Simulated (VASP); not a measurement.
# GaN (F-43m) in VASP: single point with r2SCAN

Aim: the single point of GaN with r2SCAN.

Program: VASP 6.6.1. These are calculated values, not measurements. Logs are shortened: lines on timing, memory, paths and dates and some standing lists are left out, and cuts for length are marked.

## 1. The cell of the first run

Symmetry: F-43m, No. 216, cubic system. The conventional cell has a = 4.498 Å, b = 4.498 Å, c = 4.498 Å, α = 90.00°, β = 90.00°, γ = 90.00°. Within 2.6 Å of Ga (site symmetry -43m) lie 4 N at 1.95 Å. Within 2.6 Å of N (site symmetry -43m) lie 4 Ga at 1.95 Å.

## 2. Single point, r2SCAN

File POSCAR:

```
GaN
1.0
    0.0000000000      2.2489526240      2.2489526240
    2.2489526240      0.0000000000      2.2489526240
    2.2489526240      2.2489526240      0.0000000000
Ga N
1 1
Direct
    0.0000000000      0.0000000000      0.0000000000
    0.7500000000      0.7500000000      0.7500000000
```

File INCAR.step1:

```
ALGO = Normal ; EDIFF = 1E-5
ENCUT = 1460 ; GGA = PE
GGA_COMPAT = F ; ISMEAR = 0
LASPH = T ; LCHARG = F
LREAL = F ; LWAVE = T
NBANDS = 16 ; NELM = 120
PREC = Accurate ; SIGMA = 0.01
```

File INCAR.step2:

```
ALGO = Normal ; EDIFF = 1E-6
ENCUT = 1460 ; GGA_COMPAT = F
ISIF = 2 ; ISMEAR = 0
ISTART = 1 ; LASPH = T
LCHARG = F ; LMIXTAU = T
LREAL = F ; LWAVE = F
METAGGA = R2SCAN ; NBANDS = 16
NELM = 120 ; PREC = Accurate
SIGMA = 0.01
```

File KPOINTS:

```
k-points
0
Gamma
  6 6 6
```

Potentials or basis: VASP PAW PBE potentials, release 64 (Ga_d, N_h).

Run with:

```bash
$ cat potpaw_PBE.64/Ga_d/POTCAR potpaw_PBE.64/N_h/POTCAR > POTCAR
$ cp INCAR.step1 INCAR
$ mpirun -np 1 vasp_std > vasp.out
$ cp INCAR.step2 INCAR
$ mpirun -np 1 vasp_std > vasp.out
```

OUTCAR:

```text
EDIFF = 1E-6
   ENCUT = 1460
   ISIF = 2
   ISMEAR = 0
   ISTART = 1
   LASPH = T
   LREAL = F
   METAGGA = R2SCAN
   NELM = 120
   PREC = Accurate

 ion  position               nearest neighbor table
   1  0.000  0.000  0.000-   2 1.95   2 1.95   2 1.95   2 1.95
   2  0.750  0.750  0.750-   1 1.95   1 1.95   1 1.95   1 1.95

  LATTYP: Found a face centered cubic cell.
 ALAT       =     4.4979052480

  Lattice vectors:

 A1 = (   0.0000000000,   2.2489526240,   2.2489526240)
 A2 = (   2.2489526240,   0.0000000000,   2.2489526240)
 A3 = (   2.2489526240,   2.2489526240,   0.0000000000)

Analysis of symmetry for initial positions (statically):
=====================================================================
 Subroutine PRICEL returns:
 Original cell was already a primitive cell.

 Routine SETGRP: Setting up the symmetry group for a
 face centered cubic supercell.

 Subroutine GETGRP returns: Found 24 space group operations
 (whereof 24 operations were pure point group operations)
 out of a pool of 48 trial point group operations.

The static configuration has the point symmetry T_d .

Analysis of symmetry for dynamics (positions and initial velocities):
=====================================================================
 Subroutine PRICEL returns:
 Original cell was already a primitive cell.

 Routine SETGRP: Setting up the symmetry group for a
 face centered cubic supercell.

 Subroutine GETGRP returns: Found 24 space group operations
 (whereof 24 operations were pure point group operations)
 out of a pool of 48 trial point group operations.

The dynamic configuration has the point symmetry T_d .

 Subroutine INISYM returns: Found 24 space group operations
 (whereof 24 operations are pure point group operations),
 and found     1 'primitive' translations

----------------------------------------------------------------------------------------

                                     Primitive cell

  volume of cell :      22.7495

  direct lattice vectors                    reciprocal lattice vectors
     0.000000000  2.248952624  2.248952624    -0.222325715  0.222325715  0.222325715
     2.248952624  0.000000000  2.248952624     0.222325715 -0.222325715  0.222325715
     2.248952624  2.248952624  0.000000000     0.222325715  0.222325715 -0.222325715

  length of vectors
     3.180499302  3.180499302  3.180499302     0.385079434  0.385079434  0.385079434

  position of ions in fractional coordinates (direct lattice)
     0.000000000  0.000000000  0.000000000
     0.750000000  0.750000000  0.750000000

  ion indices of the primitive-cell ions
   primitive index   ion index
                 1           1
                 2           2

----------------------------------------------------------------------------------------

 KPOINTS: k-points

Automatic generation of k-mesh.
 Grid dimensions read from file:
 generate k-points for:    6    6    6

 Generating k-lattice:

  Cartesian coordinates                     Fractional coordinates (reciprocal lattice)
    -0.037054286  0.037054286  0.037054286     0.166666667  0.000000000  0.000000000
     0.037054286 -0.037054286  0.037054286     0.000000000  0.166666667  0.000000000
     0.037054286  0.037054286 -0.037054286     0.000000000  0.000000000  0.166666667

  Length of vectors
     0.064179906  0.064179906  0.064179906

  Shift w.r.t. Gamma in fractional coordinates (k-lattice)
     0.000000000  0.000000000  0.000000000

 Subroutine IBZKPT returns following result:
 ===========================================

 Found     16 irreducible k-points:

 Following reciprocal coordinates:
            Coordinates               Weight
  0.000000  0.000000  0.000000      1.000000
  0.166667  0.000000  0.000000      8.000000
  0.333333  0.000000  0.000000      8.000000
  0.500000  0.000000  0.000000      4.000000
  0.166667  0.166667  0.000000      6.000000
  0.333333  0.166667  0.000000     24.000000
[... 8 lines left out ...]
 -0.333333  0.333333  0.166667     24.000000
 -0.333333  0.500000  0.166667     12.000000
   k-points           NKPTS =     16   k-points in BZ     NKDIM =     16   number of bands    NBANDS=     16
   number of dos      NEDOS =    301   number of ions     NIONS =      2
   total plane-waves  NPLWV =  64000
   dimension x,y,z NGX =    40 NGY =   40 NGZ =   40
   dimension x,y,z NGXF=    80 NGYF=   80 NGZF=   80
   ions per type =               1   1
   NGX,Y,Z   is equivalent  to a cutoff of  20.91, 20.91, 20.91 a.u.
   NGXF,Y,Z  is equivalent  to a cutoff of  41.82, 41.82, 41.82 a.u.
 SYSTEM =  unknown system
   PREC   = accura    normal or accurate (medium, high low for compatibility)
   ISTART =      1    job   : 0-new  1-cont  2-samecut
   ICHARG =      0    charge: 1-file 2-atom 10-const
   ISPIN  =      1    spin polarized calculation?
   LNONCOLLINEAR =      F non collinear calculations
   LSORBIT =      F    spin-orbit coupling
   LASPH  =      T    aspherical Exc in radial PAW
   ENCUT  = 1460.0 eV 107.31 Ry   10.36 a.u.   9.91  9.91  9.91*2*pi/ulx,y,z
   NELM   =    120;   NELMIN=  2; NELMDL=  0     # of ELM steps
   EDIFF  = 0.1E-05   stopping-criterion for ELM
   LREAL  =      F    real-space projection
   EDIFFG = 0.1E-04   stopping-criterion for IOM
   NSW    =      0    number of steps for IOM
   IBRION =     -1    ionic relax: 0-MD 1-quasi-New 2-CG
   NFREE  =      0    steps in history (QN), initial steepest desc. (CG)
   ISIF   =      2    stress and relaxation
   ISYM   =      2    0-nonsym 1-usesym 2-fastsym
   POTIM  = 0.5000    time-step for ionic-motion
   TEBEG  =    0.0;   TEEND  =   0.0 temperature during run
   PSTRESS=    0.0 pullay stress
   NELECT =      18.0000    total number of electrons
   NUPDOWN=      -1.0000    fix difference up-down
   EMIN   =  10.00;   EMAX   =-10.00  energy-range for DOS
   EFERMI =   0.00;   METHOD = LEGACY
   ISMEAR =     0;   SIGMA  =   0.01  broadening in eV -4-tet -1-fermi 0-gaus
   EFERMI_NEDOS =   21; number of points for ismear=-14 and -15
   IALGO  =     38    algorithm
   IMIX   =      4    mixing-type and parameters
     AMIX     =   0.40;   BMIX     =  1.00
     AMIX_MAG =   1.60;   BMIX_MAG =  1.00
  volume/ion in A,a.u.               =      11.37        76.76
  Fermi-wavevector in a.u.,A,eV,Ry     =   1.514173  2.861371 31.194328  2.292718
  Thomas-Fermi vector in A             =   2.623866
   LORBIT       =      0    0 simple, 1 ext, 2 COOP (PROOUT), +10 PAW based schemes
   METAGGA = R2SCAN    functional components
   LHFCALC =     F    Hartree Fock is set to
   AEXX    =    0.0000 exact exchange contribution
   IVDW    =     0    specifies the selected vdW correction
   LEPSILON=     F    determine dielectric tensor
   LRPA    =     F    only Hartree local field effects (RPA)
 non-spin polarized calculation
 Gauss-broadening in eV      SIGMA  =   0.01
  energy-cutoff  :     1460.00
  volume of cell :       22.75
 maximum number of plane-waves:      2899
   NGX = 19   NGY = 19   NGZ = 19

 number of electron      17.9999999 magnetization

 Free energy of the ion-electron system (eV)
  ---------------------------------------------------
  ext. energy  EPLUGINS =         0.00000000
  ---------------------------------------------------
  free energy    TOTEN  =       -21.89632642 eV

  energy without entropy =      -21.89632642  energy(sigma->0) =      -21.89632642

 E-fermi :   5.4492     XC(G=0): -12.6618

 val. band max:        5.3838813919   @ k =   0.0000   0.0000   0.0000
 cond. band min:       7.5401583178   @ k =   0.0000   0.0000   0.0000
 fundamental gap:      2.1562769260
 Fermi energy:         5.4491770769

 k-point     1 :       0.0000    0.0000    0.0000
  band No.  band energies     occupation
      1     -11.4012      2.00000
      2      -8.4563      2.00000
      3      -8.4563      2.00000
      4      -8.4563      2.00000
      5      -8.0989      2.00000
      6      -8.0989      2.00000
[... 8 lines left out ...]
     15      25.1563      0.00000
     16      25.1564      0.00000

 k-point     2 :       0.1667    0.0000    0.0000
  band No.  band energies     occupation
      1     -11.1106      2.00000
      2      -8.4201      2.00000
      3      -8.4201      2.00000
      4      -8.3277      2.00000
      5      -8.1002      2.00000
      6      -8.1002      2.00000
[... 8 lines left out ...]
     15      23.0653      0.00000
     16      23.0653      0.00000

 k-point     3 :       0.3333    0.0000    0.0000
  band No.  band energies     occupation
      1     -10.5940      2.00000
      2      -8.3694      2.00000
      3      -8.3694      2.00000
      4      -8.0787      2.00000
      5      -8.0787      2.00000
      6      -7.6984      2.00000
[... 8 lines left out ...]
     15      23.9490      0.00000
     16      23.9490      0.00000

 k-point     4 :       0.5000    0.0000    0.0000
  band No.  band energies     occupation
      1     -10.4023      2.00000
      2      -8.3577      2.00000
      3      -8.3577      2.00000
      4      -8.0529      2.00000
      5      -8.0529      2.00000
      6      -6.9707      2.00000
[... 8 lines left out ...]
     15      26.1887      0.00000
     16      26.1887      0.00000
[... 172 lines left out ...]
 k-point    14 :       0.5000    0.3333    0.1667
  band No.  band energies     occupation
      1     -10.3341      2.00000
      2      -8.3047      2.00000
      3      -8.2831      2.00000
      4      -8.1672      2.00000
      5      -8.0608      2.00000
      6      -7.0892      2.00000
[... 8 lines left out ...]
     15      26.2999      0.00000
     16      28.9484      0.00000

 k-point    15 :      -0.3333    0.3333    0.1667
  band No.  band energies     occupation
      1     -10.2388      2.00000
      2      -8.3158      2.00000
      3      -8.2505      2.00000
      4      -8.1284      2.00000
      5      -8.0766      2.00000
      6      -6.5066      2.00000
[... 8 lines left out ...]
     15      25.2343      0.00000
     16      29.4092      0.00000

 k-point    16 :      -0.3333    0.5000    0.1667
  band No.  band energies     occupation
      1     -10.1936      2.00000
      2      -8.2982      2.00000
      3      -8.2336      2.00000
      4      -8.1206      2.00000
      5      -8.0583      2.00000
      6      -6.3753      2.00000
[... 8 lines left out ...]
     15      27.0752      0.00000
     16      29.5839      0.00000

------------------------ aborting loop because EDIFF is reached ----------------------------------------

  FORCE on cell =-STRESS in cart. coord.  units (eV):
  Direction    XX          YY          ZZ          XY          YZ          ZX
  --------------------------------------------------------------------------------------
  -------------------------------------------------------------------------------------
  Total        0.1333464      0.1333464      0.1333464      0.0000000      0.0000000     -0.0000000
  in kB        9.3911991      9.3911991      9.3911991      0.0000000      0.0000000     -0.0000000
  external PRESSURE =       9.3911991 kB  Pullay stress =       0.0000000 kB

 VOLUME and BASIS-vectors are now :
 -----------------------------------------------------------------------------
  energy-cutoff  :     1460.00
  volume of cell :       22.75
      direct lattice vectors                 reciprocal lattice vectors
     0.000000000  2.248952624  2.248952624    -0.222325715  0.222325715  0.222325715
     2.248952624  0.000000000  2.248952624     0.222325715 -0.222325715  0.222325715
     2.248952624  2.248952624  0.000000000     0.222325715  0.222325715 -0.222325715

 POSITION                                       TOTAL-FORCE (eV/Angst)
 -----------------------------------------------------------------------------------
      0.00000      0.00000      0.00000        -0.000000     -0.000000     -0.000000
      3.37343      3.37343      3.37343         0.000000      0.000000      0.000000
 -----------------------------------------------------------------------------------
    total drift:                                0.000000      0.000000      0.000000

  FREE ENERGIE OF THE ION-ELECTRON SYSTEM (eV)
  ---------------------------------------------------
  free  energy   TOTEN  =       -21.8963264217 eV

  energy  without entropy=      -21.8963264217  energy(sigma->0) =      -21.89632642
```

Wall time 52 s (1 thread of Intel Xeon 6975P-C (Granite Rapids), shared host); peak memory 0.27 GiB.

What came out:

```
Free energy            : -21.8963 eV
Pressure               : 0.9 GPa
Band gap on the k mesh : 2.16 eV
```

Levels at points of the mesh, in eV from the valence-band top:
| k point | band 6 | band 7 | band 8 | band 9 | band 10 | band 11 | band 12 | band 13 |
| --- | --- | --- | --- | --- | --- | --- | --- | --- |
| (0.00, 0.00, 0.00) | -13.48 | 0.00 | 0.00 | 0.00 | 2.16 | 11.04 | 11.04 | 11.04 |
| (0.50, 0.00, 0.00) | -12.35 | -7.20 | -1.00 | -1.00 | 5.20 | 9.47 | 11.03 | 11.03 |
| (0.50, 0.50, 0.00) | -11.98 | -6.24 | -2.80 | -2.80 | 3.77 | 7.28 | 12.62 | 15.01 |

Caveat: the PAW data sets were made with another functional, which shifts forces and pressure a little.
